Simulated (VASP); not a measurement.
# HfSi5 (F-43m) in VASP: further runs

Runs on HfSi5. Level: PBE. Tasks: single point, relaxation of cell and atoms.

All numbers are computed with VASP 6.6.1; they aren't measurements. Logs are shortened: lines on timing, memory, paths and dates and some standing lists are left out, and cuts for length are marked.

## Step 1: The cell of the first run

Symmetry: F-43m, No. 216, cubic system. The conventional cell has a = 7.087 Å, b = 7.087 Å, c = 7.087 Å, α = 90.00°, β = 90.00°, γ = 90.00°. Within 3.9 Å of Hf (site symmetry -43m) lie 16 Si at 2.94 to 3.07 Å. Si (site symmetry 3m) has 9 Si at 2.50 to 2.94 Å and 3 Hf at 2.94 Å within 3.3 Å. Si (site symmetry -43m) has 12 Si at 2.94 Å and 4 Hf at 3.07 Å within 3.9 Å.

The cell was built from a structure type or drawn by symmetry, and may not be a known phase.

## Step 2: Single point, PBE

INCAR

```
SYSTEM = HfSi5
ALGO = Normal
EDIFF = 1E-6
ENCUT = 520
GGA = PE
ISIF = 2
ISMEAR = 0
LASPH = .True.
LCHARG = .False.
LREAL = .False.
LWAVE = .False.
NBANDS = 24
NELM = 80
PREC = Accurate
SIGMA = 0.1
```

KPOINTS

```
k-points
0
Gamma
  4 4 4
  0 0 0
```

POSCAR

```
HfSi5
1.0
    0.0000000000      3.5432767103      3.5432767103
    3.5432767103      0.0000000000      3.5432767103
    3.5432767103      3.5432767103      0.0000000000
Hf Si
1 5
Direct
    0.5000000000      0.5000000000      0.5000000000
    0.3740269451      0.8753243516      0.8753243516
    0.8753243516      0.8753243516      0.8753243516
    0.2500000000      0.2500000000      0.2500000000
    0.8753243516      0.8753243516      0.3740269451
    0.8753243516      0.3740269451      0.8753243516
```

Potentials or basis: VASP PAW PBE potentials, release 64 (Hf_pv, Si).

On the command line:

```console
$ cat potpaw_PBE.64/Hf_pv/POTCAR potpaw_PBE.64/Si/POTCAR > POTCAR
$ mpirun -np 1 vasp_std > vasp.out
```

OUTCAR:

```text
SYSTEM = HfSi5
   EDIFF = 1E-6
   ENCUT = 520
   GGA = PE
   ISIF = 2
   ISMEAR = 0
   LASPH = .True.
   LREAL = .False.
   NELM = 80
   PREC = Accurate

 ion  position               nearest neighbor table
   1  0.500  0.500  0.500-   2 2.94   5 2.94   6 2.94   3 2.94   3 2.94   3 2.94   5 2.94   5 2.94
                             6 2.94   2 2.94   2 2.94   6 2.94   4 3.07   4 3.07   4 3.07   4 3.07
   2  0.374  0.875  0.875-   3 2.50   5 2.50   6 2.50   3 2.51   5 2.51   6 2.51   4 2.94   4 2.94
                             4 2.94   1 2.94   1 2.94   1 2.94
   3  0.875  0.875  0.875-   2 2.50   5 2.50   6 2.50   5 2.51   6 2.51   2 2.51   4 2.94   4 2.94
                             4 2.94   1 2.94   1 2.94   1 2.94
   4  0.250  0.250  0.250-   5 2.94   5 2.94   2 2.94   6 2.94   2 2.94   6 2.94   3 2.94   3 2.94
                             3 2.94   2 2.94   5 2.94   6 2.94   1 3.07   1 3.07   1 3.07   1 3.07
   5  0.875  0.875  0.374-   2 2.50   3 2.50   6 2.50   3 2.51   6 2.51   2 2.51   4 2.94   4 2.94
                             4 2.94   1 2.94   1 2.94   1 2.94
   6  0.875  0.374  0.875-   2 2.50   3 2.50   5 2.50   5 2.51   3 2.51   2 2.51   4 2.94   4 2.94
                             4 2.94   1 2.94   1 2.94   1 2.94

  LATTYP: Found a face centered cubic cell.
 ALAT       =     7.0865534206

  Lattice vectors:

 A1 = (   0.0000000000,   3.5432767103,   3.5432767103)
 A2 = (   3.5432767103,   0.0000000000,   3.5432767103)
 A3 = (   3.5432767103,   3.5432767103,   0.0000000000)

Analysis of symmetry for initial positions (statically):
=====================================================================
 Subroutine PRICEL returns:
 Original cell was already a primitive cell.

 Routine SETGRP: Setting up the symmetry group for a
 face centered cubic supercell.

 Subroutine GETGRP returns: Found 24 space group operations
 (whereof 24 operations were pure point group operations)
 out of a pool of 48 trial point group operations.

The static configuration has the point symmetry T_d .

Analysis of symmetry for dynamics (positions and initial velocities):
=====================================================================
 Subroutine PRICEL returns:
 Original cell was already a primitive cell.

 Routine SETGRP: Setting up the symmetry group for a
 face centered cubic supercell.

 Subroutine GETGRP returns: Found 24 space group operations
 (whereof 24 operations were pure point group operations)
 out of a pool of 48 trial point group operations.

The dynamic configuration has the point symmetry T_d .

 Subroutine INISYM returns: Found 24 space group operations
 (whereof 24 operations are pure point group operations),
 and found     1 'primitive' translations

----------------------------------------------------------------------------------------

                                     Primitive cell

  volume of cell :      88.9703

  direct lattice vectors                    reciprocal lattice vectors
     0.000000000  3.543276710  3.543276710    -0.141112321  0.141112321  0.141112321
     3.543276710  0.000000000  3.543276710     0.141112321 -0.141112321  0.141112321
     3.543276710  3.543276710  0.000000000     0.141112321  0.141112321 -0.141112321

  length of vectors
     5.010949979  5.010949979  5.010949979     0.244413709  0.244413709  0.244413709

  position of ions in fractional coordinates (direct lattice)
     0.500000000  0.500000000  0.500000000
     0.374026945  0.875324352  0.875324352
     0.875324352  0.875324352  0.875324352
     0.250000000  0.250000000  0.250000000
     0.875324352  0.875324352  0.374026945
     0.875324352  0.374026945  0.875324352

  ion indices of the primitive-cell ions
   primitive index   ion index
                 1           1
                 2           2
                 3           3
                 4           4
                 5           5
                 6           6

----------------------------------------------------------------------------------------

 KPOINTS: k-points

Automatic generation of k-mesh.
 Grid dimensions read from file:
 generate k-points for:    4    4    4

 Generating k-lattice:

  Cartesian coordinates                     Fractional coordinates (reciprocal lattice)
    -0.035278080  0.035278080  0.035278080     0.250000000  0.000000000  0.000000000
     0.035278080 -0.035278080  0.035278080     0.000000000  0.250000000  0.000000000
     0.035278080  0.035278080 -0.035278080     0.000000000  0.000000000  0.250000000

  Length of vectors
     0.061103427  0.061103427  0.061103427

  Shift w.r.t. Gamma in fractional coordinates (k-lattice)
     0.000000000  0.000000000  0.000000000

 Subroutine IBZKPT returns following result:
 ===========================================

 Found      8 irreducible k-points:

 Following reciprocal coordinates:
            Coordinates               Weight
  0.000000  0.000000  0.000000      1.000000
  0.250000  0.000000  0.000000      8.000000
  0.500000  0.000000  0.000000      4.000000
  0.250000  0.250000  0.000000      6.000000
  0.500000  0.250000  0.000000     24.000000
 -0.250000  0.250000  0.000000     12.000000
  0.500000  0.500000  0.000000      3.000000
 -0.250000  0.500000  0.250000      6.000000
   k-points           NKPTS =      8   k-points in BZ     NKDIM =      8   number of bands    NBANDS=     24
   number of dos      NEDOS =    301   number of ions     NIONS =      6
   total plane-waves  NPLWV =  64000
   dimension x,y,z NGX =    40 NGY =   40 NGZ =   40
   dimension x,y,z NGXF=    80 NGYF=   80 NGZF=   80
   ions per type =               1   5
   NGX,Y,Z   is equivalent  to a cutoff of  13.27, 13.27, 13.27 a.u.
   NGXF,Y,Z  is equivalent  to a cutoff of  26.54, 26.54, 26.54 a.u.
 SYSTEM =  HfSi5
   PREC   = accura    normal or accurate (medium, high low for compatibility)
   ISTART =      0    job   : 0-new  1-cont  2-samecut
   ICHARG =      2    charge: 1-file 2-atom 10-const
   ISPIN  =      1    spin polarized calculation?
   LNONCOLLINEAR =      F non collinear calculations
   LSORBIT =      F    spin-orbit coupling
   LASPH  =      T    aspherical Exc in radial PAW
   ENCUT  =  520.0 eV  38.22 Ry    6.18 a.u.   9.32  9.32  9.32*2*pi/ulx,y,z
   NELM   =     80;   NELMIN=  2; NELMDL= -5     # of ELM steps
   EDIFF  = 0.1E-05   stopping-criterion for ELM
   LREAL  =      F    real-space projection
   EDIFFG = 0.1E-04   stopping-criterion for IOM
   NSW    =      0    number of steps for IOM
   IBRION =     -1    ionic relax: 0-MD 1-quasi-New 2-CG
   NFREE  =      0    steps in history (QN), initial steepest desc. (CG)
   ISIF   =      2    stress and relaxation
   ISYM   =      2    0-nonsym 1-usesym 2-fastsym
   POTIM  = 0.5000    time-step for ionic-motion
   TEBEG  =    0.0;   TEEND  =   0.0 temperature during run
   PSTRESS=    0.0 pullay stress
   NELECT =      30.0000    total number of electrons
   NUPDOWN=      -1.0000    fix difference up-down
   EMIN   =  10.00;   EMAX   =-10.00  energy-range for DOS
   EFERMI =   0.00;   METHOD = LEGACY
   ISMEAR =     0;   SIGMA  =   0.10  broadening in eV -4-tet -1-fermi 0-gaus
   EFERMI_NEDOS =   21; number of points for ismear=-14 and -15
   IALGO  =     38    algorithm
   IMIX   =      4    mixing-type and parameters
     AMIX     =   0.40;   BMIX     =  1.00
     AMIX_MAG =   1.60;   BMIX_MAG =  1.00
  volume/ion in A,a.u.               =      14.83       100.07
  Fermi-wavevector in a.u.,A,eV,Ry     =   1.139463  2.153273 17.665473  1.298376
  Thomas-Fermi vector in A             =   2.276166
   LORBIT       =      0    0 simple, 1 ext, 2 COOP (PROOUT), +10 PAW based schemes
   GGA     = PE    functional components
   LHFCALC =     F    Hartree Fock is set to
   AEXX    =    0.0000 exact exchange contribution
   IVDW    =     0    specifies the selected vdW correction
   LEPSILON=     F    determine dielectric tensor
   LRPA    =     F    only Hartree local field effects (RPA)
 non-spin polarized calculation
 Gauss-broadening in eV      SIGMA  =   0.10
  energy-cutoff  :      520.00
  volume of cell :       88.97
 maximum number of plane-waves:      2421
 NGX is ok and might be reduce to    40
   NGX = 19   NGY = 19   NGZ = 19

 number of electron      29.9999998 magnetization

 Free energy of the ion-electron system (eV)
  ---------------------------------------------------
  ext. energy  EPLUGINS =         0.00000000
  ---------------------------------------------------
  free energy    TOTEN  =       -36.14138255 eV

  energy without entropy =      -36.09771827  energy(sigma->0) =      -36.11955041

 E-fermi :   9.7677     XC(G=0): -11.4655

 val. band max:        9.7569048013   @ k =  -0.2500   0.2500   0.0000
 cond. band min:       9.9807219633   @ k =  -0.2500   0.5000   0.2500
 fundamental gap:      0.2238171620
 Fermi energy:         9.7677446384

 k-point     1 :       0.0000    0.0000    0.0000
  band No.  band energies     occupation
      1     -21.2609      2.00000
      2     -21.2609      2.00000
      3     -21.2609      2.00000
      4      -4.5593      2.00000
      5       2.0857      2.00000
      6       3.4919      2.00000
[... 16 lines left out ...]
     23      14.5429      0.00000
     24      17.2497      0.00000

 k-point     2 :       0.2500    0.0000    0.0000
  band No.  band energies     occupation
      1     -21.2656      2.00000
      2     -21.2615      2.00000
      3     -21.2615      2.00000
      4      -4.0291      2.00000
      5       0.1455      2.00000
      6       2.2261      2.00000
[... 16 lines left out ...]
     23      14.3102      0.00000
     24      15.2902      0.00000

 k-point     3 :       0.5000    0.0000    0.0000
  band No.  band energies     occupation
      1     -21.2704      2.00000
      2     -21.2622      2.00000
      3     -21.2622      2.00000
      4      -2.9564      2.00000
      5      -1.7228      2.00000
      6       1.8995      2.00000
[... 16 lines left out ...]
     23      14.2788      0.00000
     24      14.2788      0.00000

 k-point     4 :       0.2500    0.2500    0.0000
  band No.  band energies     occupation
      1     -21.2654      2.00000
      2     -21.2626      2.00000
      3     -21.2626      2.00000
      4      -3.8555      2.00000
      5       0.2517      2.00000
      6       1.6532      2.00000
[... 16 lines left out ...]
     23      14.5330      0.00000
     24      15.1831      0.00000

 k-point     5 :       0.5000    0.2500    0.0000
  band No.  band energies     occupation
      1     -21.2688      2.00000
      2     -21.2646      2.00000
      3     -21.2633      2.00000
      4      -2.8027      2.00000
      5      -1.2444      2.00000
      6       0.3543      2.00000
[... 16 lines left out ...]
     23      14.0218      0.00000
     24      14.1420      0.00000

 k-point     6 :      -0.2500    0.2500    0.0000
  band No.  band energies     occupation
      1     -21.2677      2.00000
      2     -21.2648      2.00000
      3     -21.2622      2.00000
      4      -3.2234      2.00000
      5      -0.7117      2.00000
      6       0.2597      2.00000
[... 16 lines left out ...]
     23      14.2091      0.00000
     24      14.8657      0.00000

 k-point     7 :       0.5000    0.5000    0.0000
  band No.  band energies     occupation
      1     -21.2698      2.00000
      2     -21.2644      2.00000
      3     -21.2644      2.00000
      4      -2.1279      2.00000
      5      -1.9034      2.00000
      6       0.8066      2.00000
[... 16 lines left out ...]
     23      14.4380      0.00000
     24      14.7364      0.00000

 k-point     8 :      -0.2500    0.5000    0.2500
  band No.  band energies     occupation
      1     -21.2675      2.00000
      2     -21.2667      2.00000
      3     -21.2644      2.00000
      4      -1.9872      2.00000
      5      -1.7732      2.00000
      6      -0.0620      2.00000
[... 16 lines left out ...]
     23      13.7913      0.00000
     24      14.1309      0.00000

------------------------ aborting loop because EDIFF is reached ----------------------------------------

  FORCE on cell =-STRESS in cart. coord.  units (eV):
  Direction    XX          YY          ZZ          XY          YZ          ZX
  --------------------------------------------------------------------------------------
  -------------------------------------------------------------------------------------
  Total       -0.0861735     -0.0861735     -0.0861735     -0.0000000      0.0000000     -0.0000000
  in kB       -1.5518112     -1.5518112     -1.5518112     -0.0000000      0.0000000     -0.0000000
  external PRESSURE =      -1.5518112 kB  Pullay stress =       0.0000000 kB

 VOLUME and BASIS-vectors are now :
 -----------------------------------------------------------------------------
  energy-cutoff  :      520.00
  volume of cell :       88.97
      direct lattice vectors                 reciprocal lattice vectors
     0.000000000  3.543276710  3.543276710    -0.141112321  0.141112321  0.141112321
     3.543276710  0.000000000  3.543276710     0.141112321 -0.141112321  0.141112321
     3.543276710  3.543276710  0.000000000     0.141112321  0.141112321 -0.141112321

 POSITION                                       TOTAL-FORCE (eV/Angst)
 -----------------------------------------------------------------------------------
      3.54328      3.54328      3.54328        -0.000000      0.000000     -0.000000
      6.20303      4.42680      4.42680        -0.037411      0.037411      0.037411
      6.20303      6.20303      6.20303        -0.037411     -0.037411     -0.037411
      1.77164      1.77164      1.77164        -0.000000      0.000000      0.000000
      4.42680      4.42680      6.20303         0.037411      0.037411     -0.037411
      4.42680      6.20303      4.42680         0.037411     -0.037411      0.037411
 -----------------------------------------------------------------------------------
    total drift:                                0.000000      0.000000      0.000000

  FREE ENERGIE OF THE ION-ELECTRON SYSTEM (eV)
  ---------------------------------------------------
  free  energy   TOTEN  =       -36.1413825501 eV

  energy  without entropy=      -36.0977182678  energy(sigma->0) =      -36.11955041
```

Run time: 41 s. Hardware: 1 thread of Intel Xeon 8259CL, shared host; peak memory 0.24 GiB.

What came out:

```yaml
Free_energy: -36.1414 eV
Pressure: -0.2 GPa
Largest_force: 0.065 eV/Å
Band_gap_on_the_k_mesh: zero (bands 15 and 16 overlap by 1.17 eV)
```

Forces in eV/Å, atoms in the order of the input:
```
Hf   0.000  0.000  0.000
Si  -0.037  0.037  0.037
Si  -0.037 -0.037 -0.037
Si   0.000  0.000  0.000
Si   0.037  0.037 -0.037
Si   0.037 -0.037  0.037
```

Caveat: the k points lie up to 0.38 Å⁻¹ apart, too coarse for converged energies and pressures of a metal; spin-orbit coupling is left out, which moves the levels of the heavy elements.

## Step 3: Single point, PBE

This run uses another cell than the first one, of 16.36 Å³/atom.

INCAR

```
SYSTEM = HfSi5
ALGO     = Normal         ! electronic algorithm
EDIFF    = 1E-7           ! SCF threshold, eV
ENCUT    = 520            ! plane-wave cutoff, eV
GGA      = PE             ! functional
ISIF     = 2              ! what is computed and relaxed
ISMEAR   = 0              ! smearing method
LASPH    = .TRUE.         ! aspherical terms in the spheres
LCHARG   = .TRUE.         ! write CHGCAR
LELF     = .TRUE.         ! ELF
LREAL    = .FALSE.        ! projectors in reciprocal space
LVHAR    = .TRUE.       
LWAVE    = .FALSE.        ! write WAVECAR
NBANDS   = 24             ! bands
NELM     = 80             ! most SCF steps
PREC     = Accurate       ! precision mode
SIGMA    = 0.1            ! smearing width, eV
```

KPOINTS

```
k-points
0
G
  4 4 4
  0 0 0
```

POSCAR

```
HfSi5
1.0
    0.0000000000      3.6614592500      3.6614592500
    3.6614592500      0.0000000000      3.6614592500
    3.6614592500      3.6614592500      0.0000000000
Hf Si
1 5
Direct
    0.5000000000      0.5000000000      0.5000000000
    0.3719714300      0.8760095200      0.8760095200
    0.8760095200      0.8760095200      0.8760095200
    0.2500000000      0.2500000000      0.2500000000
    0.8760095200      0.8760095200      0.3719714300
    0.8760095200      0.3719714300      0.8760095200
```

Potentials or basis: VASP PAW PBE potentials, release 64 (Hf_pv, Si).

On the command line:

```console
$ cat potpaw_PBE.64/Hf_pv/POTCAR potpaw_PBE.64/Si/POTCAR > POTCAR
$ mpirun -np 1 vasp_std > vasp.out
```

Wall time 48 s (1 thread of Intel Xeon 8259CL, shared host); peak memory 0.24 GiB.

The run converged. Its results:

```
Free energy            : -35.8566 eV
Pressure               : -8.7 GPa
Largest force          : 0.030 eV/Å
Band gap on the k mesh : zero (bands 15 and 16 overlap by 0.95 eV)
```

Forces on the atoms (eV/Å):
```
Hf   0.000  0.000  0.000
Si   0.017 -0.017 -0.017
Si   0.017  0.017  0.017
Si   0.000  0.000  0.000
Si  -0.017 -0.017  0.017
Si  -0.017  0.017 -0.017
```

Levels at points of the mesh, in eV from the Fermi level:
```
           k point  band 11  band 12  band 13  band 14  band 15  band 16  band 17  band 18  band 19  band 20
(0.00, 0.00, 0.00)    -5.03    -5.03    -3.48    -3.48    -0.48    -0.48    -0.48     1.87     3.45     3.45
(0.50, 0.00, 0.00)    -4.38    -1.93    -1.93    -0.87     0.23     0.23     0.56     2.03     2.03     2.27
(0.50, 0.50, 0.00)    -1.46    -1.31    -1.31    -0.94    -0.01     0.56     0.56     1.09     1.25     1.25
```

Caveat: the k points lie up to 0.37 Å⁻¹ apart, too coarse for converged energies and pressures of a metal; spin-orbit coupling is left out, which moves the levels of the heavy elements.

## Step 4: Relaxation of cell and atoms, PBE

This run uses another cell than the first one, of 16.36 Å³/atom.

INCAR

```
SYSTEM = HfSi5
ALGO = Normal
EDIFF = 1E-6
EDIFFG = -0.04
ENCUT = 600
GGA = PE
IBRION = 2
ISIF = 3
ISMEAR = 0
LASPH = .TRUE.
LCHARG = .FALSE.
LREAL = .FALSE.
LWAVE = .FALSE.
NELM = 80
NSW = 90
PREC = Accurate
SIGMA = 0.1
```

KPOINTS is that of step 3.

POSCAR is that of step 3.

On the command line:

```console
$ cat potpaw_PBE.64/Hf_pv/POTCAR potpaw_PBE.64/Si/POTCAR > POTCAR
$ mpirun -np 1 vasp_std > vasp.out
```

Run time: 2.4 min. Hardware: 1 thread of Intel Xeon 8259CL, shared host; peak memory 0.27 GiB.

It converged, with:

```yaml
Free_energy: -36.1432 eV
Relaxed_volume: 14.82 Å³/atom
Relaxed_cell: a = 5.010 Å, b = 5.010 Å, c = 5.010 Å, α = 60.00°, β = 60.00°, γ = 60.00°
Space_group_after_relaxing_to_0.1_Å: F-43m (No. 216)
Energy_gained_by_relaxing: 47.7 meV/atom
Ionic_steps: 5
Pressure_after_relaxing: -0.1 GPa
Largest_force_after_relaxing: 0.036 eV/Å
Band_gap_on_the_k_mesh: zero (bands 15 and 16 overlap by 1.18 eV)
```

Forces in eV/Å, atoms in the order of the input:
```
Hf   0.000  0.000  0.000
Si  -0.021  0.021  0.021
Si  -0.021 -0.021 -0.021
Si   0.000  0.000  0.000
Si   0.021  0.021 -0.021
Si   0.021 -0.021  0.021
```

The path:
```tsv
step	energy change (eV)	largest force (eV/Å)	pressure (GPa)	volume (Å³)
1	0.0000	0.0298	-8.74	98.17
2	-0.2414	0.3586	4.25	86.02
3	-0.2799	0.2472	0.02	88.97
4	-0.2798	0.2409	-0.21	89.15
5	-0.2861	0.0363	-0.13	88.94
```

Final structure:
```
CELL_PARAMETERS angstrom
0.00000 3.54291 3.54291
3.54291 0.00000 3.54291
3.54291 3.54291 0.00000
ATOMIC_POSITIONS crystal
Hf 0.50000 0.50000 0.50000
Si 0.37441 0.87520 0.87520
Si 0.87520 0.87520 0.87520
Si 0.25000 0.25000 0.25000
Si 0.87520 0.87520 0.37441
Si 0.87520 0.37441 0.87520
```

Levels at points of the mesh, in eV from the Fermi level:
```
           k point  band 12  band 13  band 14  band 15  band 16  band 17  band 18  band 19
(0.00, 0.00, 0.00)    -5.30    -3.88    -3.88    -0.59    -0.59    -0.59     2.27     3.92
(0.50, 0.00, 0.00)    -2.19    -2.19    -1.03     0.33     0.33     0.80     2.26     2.26
(0.50, 0.50, 0.00)    -1.56    -1.44    -1.08    -0.24     0.64     0.64     1.20     1.58
```

Caveat: the k points lie up to 0.38 Å⁻¹ apart in the final cell, too coarse for converged energies and pressures of a metal; spin-orbit coupling is left out, which moves the levels of the heavy elements.

(Continued in part 2 of 2.)
